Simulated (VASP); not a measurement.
# BaF2 (Fm-3m) in VASP: single point with PBEsol

Aim: the single point of BaF2 with PBEsol.

Program: VASP 6.6.1. These are calculated values, not measurements. Logs are shortened: lines on timing, memory, paths and dates and some standing lists are left out, and cuts for length are marked.

**1. The cell of the first run**

It takes space group Fm-3m (No. 225, cubic). Conventional cell: a = 5.895 Å, b = 5.895 Å, c = 5.895 Å, α = 90.00°, β = 90.00°, γ = 90.00°. Within 3.4 Å of Ba (site symmetry m-3m) lie 8 F at 2.55 Å. F (site symmetry -43m) has 4 Ba at 2.55 Å and 6 F at 2.95 Å within 3.4 Å.

**2. Single point, PBEsol**

Contents of INCAR:

```
SYSTEM = BaF2
  PREC = Accurate
  ENCUT = 1350
  EDIFF = 1E-6
  ISMEAR = 0
  SIGMA = 0.01
  LREAL = .False.
  LASPH = .True.
  NELM = 120
  ALGO = Normal
  ISIF = 2
  LWAVE = .False.
  LCHARG = .False.
  GGA = PS
  NBANDS = 19
  GGA_COMPAT = .False.
```

Contents of KPOINTS:

```
Automatic mesh
0
Gamma
  6 6 6
  0 0 0
```

Contents of POSCAR:

```
BaF2
1.0
    2.9474809086      2.9474809086      0.0000000000
   -2.9474809086      2.9474809086      0.0000000000
    0.0000000000      2.9474809086      2.9474809086
Ba F
1 2
Direct
    0.0000000000      0.0000000000      0.0000000000
    0.2500000000      0.7500000000      0.5000000000
    0.7500000000      0.2500000000      0.5000000000
```

Potentials or basis: VASP PAW PBE potentials, release 64 (Ba_sv, F_h).

Run with:

```sh
> cat potpaw_PBE.64/Ba_sv/POTCAR potpaw_PBE.64/F_h/POTCAR > POTCAR
> mpirun -np 1 vasp_std > vasp.out
```

OUTCAR:

```text
SYSTEM = BaF2
   PREC = Accurate
   ENCUT = 1350
   EDIFF = 1E-6
   ISMEAR = 0
   LREAL = .False.
   LASPH = .True.
   NELM = 120
   ISIF = 2
   GGA = PS

 ion  position               nearest neighbor table
   1  0.000  0.000  0.000-   3 2.55   2 2.55   2 2.55   3 2.55   2 2.55   3 2.55   3 2.55   2 2.55

   2  0.250  0.750  0.500-   1 2.55   1 2.55   1 2.55   1 2.55
   3  0.750  0.250  0.500-   1 2.55   1 2.55   1 2.55   1 2.55

  LATTYP: Found a face centered cubic cell.
 ALAT       =     5.8949618172

  Lattice vectors:

 A1 = (   0.0000000000,   2.9474809086,   2.9474809086)
 A2 = (   2.9474809086,   0.0000000000,   2.9474809086)
 A3 = (   2.9474809086,   2.9474809086,   0.0000000000)

Analysis of symmetry for initial positions (statically):
=====================================================================
 Subroutine PRICEL returns:
 Original cell was already a primitive cell.

 Routine SETGRP: Setting up the symmetry group for a
 face centered cubic supercell.

 Subroutine GETGRP returns: Found 48 space group operations
 (whereof 48 operations were pure point group operations)
 out of a pool of 48 trial point group operations.

The static configuration has the point symmetry O_h .

Analysis of symmetry for dynamics (positions and initial velocities):
=====================================================================
 Subroutine PRICEL returns:
 Original cell was already a primitive cell.

 Routine SETGRP: Setting up the symmetry group for a
 face centered cubic supercell.

 Subroutine GETGRP returns: Found 48 space group operations
 (whereof 48 operations were pure point group operations)
 out of a pool of 48 trial point group operations.

The dynamic configuration has the point symmetry O_h .

 Subroutine INISYM returns: Found 48 space group operations
 (whereof 48 operations are pure point group operations),
 and found     1 'primitive' translations

----------------------------------------------------------------------------------------

                                     Primitive cell

  volume of cell :      51.2133

  direct lattice vectors                    reciprocal lattice vectors
     2.947480909  2.947480909  0.000000000     0.169636383  0.169636383 -0.169636383
[... 75 lines left out ...]
   LSORBIT =      F    spin-orbit coupling
   LASPH  =      T    aspherical Exc in radial PAW
   ENCUT  = 1350.0 eV  99.22 Ry    9.96 a.u.  12.49 12.49 12.49*2*pi/ulx,y,z
   NELM   =    120;   NELMIN=  2; NELMDL= -5     # of ELM steps
   EDIFF  = 0.1E-05   stopping-criterion for ELM
   LREAL  =      F    real-space projection
   EDIFFG = 0.1E-04   stopping-criterion for IOM
   NSW    =      0    number of steps for IOM
   IBRION =     -1    ionic relax: 0-MD 1-quasi-New 2-CG
   NFREE  =      0    steps in history (QN), initial steepest desc. (CG)
   ISIF   =      2    stress and relaxation
   ISYM   =      2    0-nonsym 1-usesym 2-fastsym
   POTIM  = 0.5000    time-step for ionic-motion
   TEBEG  =    0.0;   TEEND  =   0.0 temperature during run
   PSTRESS=    0.0 pullay stress
   NELECT =      24.0000    total number of electrons
   NUPDOWN=      -1.0000    fix difference up-down
   EMIN   =  10.00;   EMAX   =-10.00  energy-range for DOS
   EFERMI =   0.00;   METHOD = LEGACY
   ISMEAR =     0;   SIGMA  =   0.01  broadening in eV -4-tet -1-fermi 0-gaus
   EFERMI_NEDOS =   21; number of points for ismear=-14 and -15
   IALGO  =     38    algorithm
   IMIX   =      4    mixing-type and parameters
     AMIX     =   0.40;   BMIX     =  1.00
     AMIX_MAG =   1.60;   BMIX_MAG =  1.00
  volume/ion in A,a.u.               =      17.07       115.20
  Fermi-wavevector in a.u.,A,eV,Ry     =   1.271601  2.402978 22.000205  1.616969
  Thomas-Fermi vector in A             =   2.404525
   LORBIT       =      0    0 simple, 1 ext, 2 COOP (PROOUT), +10 PAW based schemes
   GGA     = PS    functional components
   LHFCALC =     F    Hartree Fock is set to
   AEXX    =    0.0000 exact exchange contribution
   IVDW    =     0    specifies the selected vdW correction
   LEPSILON=     F    determine dielectric tensor
   LRPA    =     F    only Hartree local field effects (RPA)
 non-spin polarized calculation
 Gauss-broadening in eV      SIGMA  =   0.01
  energy-cutoff  :     1350.00
  volume of cell :       51.21
 maximum number of plane-waves:      5793
 NGX is ok and might be reduce to    50
   NGX = 25   NGY = 25   NGZ = 25

 number of electron      24.0000003 magnetization

 Free energy of the ion-electron system (eV)
  ---------------------------------------------------
  ext. energy  EPLUGINS =         0.00000000
  ---------------------------------------------------
  free energy    TOTEN  =       -17.38558572 eV

  energy without entropy =      -17.38558572  energy(sigma->0) =      -17.38558572

 E-fermi :  -1.0513     XC(G=0):  -9.6571

 val. band max:       -1.1545719521   @ k =   0.3333   0.1667   0.0000
 cond. band min:       6.1051508648   @ k =   0.0000   0.0000   0.0000
 fundamental gap:      7.2597228169
 Fermi energy:        -1.0512588036

 k-point     1 :       0.0000    0.0000    0.0000
  band No.  band energies     occupation
      1     -24.0454      2.00000
      2     -20.2478      2.00000
      3     -19.8569      2.00000
      4      -8.5216      2.00000
      5      -8.5216      2.00000
      6      -8.5216      2.00000
[... 329 lines left out ...]
      6      -8.4434      2.00000
[... 11 lines left out ...]
     18      14.7340      0.00000
     19      15.0878      0.00000

------------------------ aborting loop because EDIFF is reached ----------------------------------------

  FORCE on cell =-STRESS in cart. coord.  units (eV):
  Direction    XX          YY          ZZ          XY          YZ          ZX
  --------------------------------------------------------------------------------------
  -------------------------------------------------------------------------------------
  Total        3.8508286      3.8508286      3.8508286      0.0000000      0.0000000     -0.0000000
  in kB      120.4707942    120.4707942    120.4707942      0.0000000      0.0000000     -0.0000000
  external PRESSURE =     120.4707942 kB  Pullay stress =       0.0000000 kB

 VOLUME and BASIS-vectors are now :
 -----------------------------------------------------------------------------
  energy-cutoff  :     1350.00
  volume of cell :       51.21
      direct lattice vectors                 reciprocal lattice vectors
     2.947480909  2.947480909  0.000000000     0.169636383  0.169636383 -0.169636383
    -2.947480909  2.947480909  0.000000000    -0.169636383  0.169636383 -0.169636383
     0.000000000  2.947480909  2.947480909     0.000000000  0.000000000  0.339272766

 POSITION                                       TOTAL-FORCE (eV/Angst)
 -----------------------------------------------------------------------------------
      0.00000      0.00000      0.00000         0.000000      0.000000      0.000000
     -1.47374      4.42122      1.47374        -0.000000     -0.000000     -0.000000
      1.47374      4.42122      1.47374         0.000000      0.000000      0.000000
 -----------------------------------------------------------------------------------
    total drift:                                0.000000     -0.000000      0.000000

  FREE ENERGIE OF THE ION-ELECTRON SYSTEM (eV)
  ---------------------------------------------------
  free  energy   TOTEN  =       -17.3855857208 eV

  energy  without entropy=      -17.3855857208  energy(sigma->0) =      -17.38558572
```

OSZICAR:

```text
N       E                     dE             d eps       ncg     rms          rms(c)
DAV:   1     0.279363933955E+03    0.27936E+03   -0.22100E+04   608   0.255E+03
DAV:   2     0.808977108803E+01   -0.27127E+03   -0.25974E+03   848   0.394E+02
DAV:   3    -0.183513805003E+02   -0.26441E+02   -0.26251E+02   724   0.121E+02
DAV:   4    -0.188533667694E+02   -0.50199E+00   -0.50096E+00   798   0.179E+01
DAV:   5    -0.188635239562E+02   -0.10157E-01   -0.10156E-01   743   0.219E+00    0.952E+00
DAV:   6    -0.173906531466E+02    0.14729E+01   -0.55009E+00   671   0.209E+01    0.549E+00
DAV:   7    -0.173771532180E+02    0.13500E-01   -0.34178E-01   663   0.509E+00    0.310E+00
DAV:   8    -0.173805696624E+02   -0.34164E-02   -0.70985E-02   674   0.332E+00    0.461E-01
DAV:   9    -0.173826149200E+02   -0.20453E-02   -0.16328E-02   707   0.102E+00    0.145E-01
DAV:  10    -0.173855323810E+02   -0.29175E-02   -0.43571E-03   617   0.429E-01    0.439E-02
DAV:  11    -0.173855606217E+02   -0.28241E-04   -0.18106E-04   738   0.123E-01    0.304E-02
DAV:  12    -0.173855856338E+02   -0.25012E-04   -0.76035E-05   638   0.639E-02    0.630E-03
DAV:  13    -0.173855857208E+02   -0.86965E-07   -0.88577E-07   642   0.917E-03
   1 F= -.17385586E+02 E0= -.17385586E+02  d E =-.450729E-49
```

stdout:

```text
POSCAR found type information on POSCAR BaF
 POSCAR found :  2 types and       3 ions
 scaLAPACK will be used
 -----------------------------------------------------------------------------
|                                                                             |
|                                                                             |
|     You enforced a specific xc type in the INCAR file but a different       |
|     I HOPE YOU KNOW WHAT YOU ARE DOING!                                     |
|                                                                             |
 -----------------------------------------------------------------------------

 LDA part: xc-table for (Slater+PW92), standard interpolation
 POSCAR, INCAR and KPOINTS ok, starting setup
 FFT: planning ... GRIDC
 FFT: planning ... GRID_SOFT
 FFT: planning ... GRID
 WAVECAR not read
 entering main loop
```

Run time: 2.6 min. Hardware: 1 thread of AMD EPYC 7R43 (Zen 3), shared host; peak memory 0.33 GiB.

Results:

```
Free energy            : -17.3856 eV
Pressure               : 12.0 GPa
Band gap on the k mesh : 7.26 eV (least direct gap 7.43 eV)
```

Caveat: the cell stands under pressure; the PAW data sets were made with another functional, which shifts forces and pressure a little; spin-orbit coupling is left out, which moves the levels of the heavy elements. A k mesh can miss the band edges.
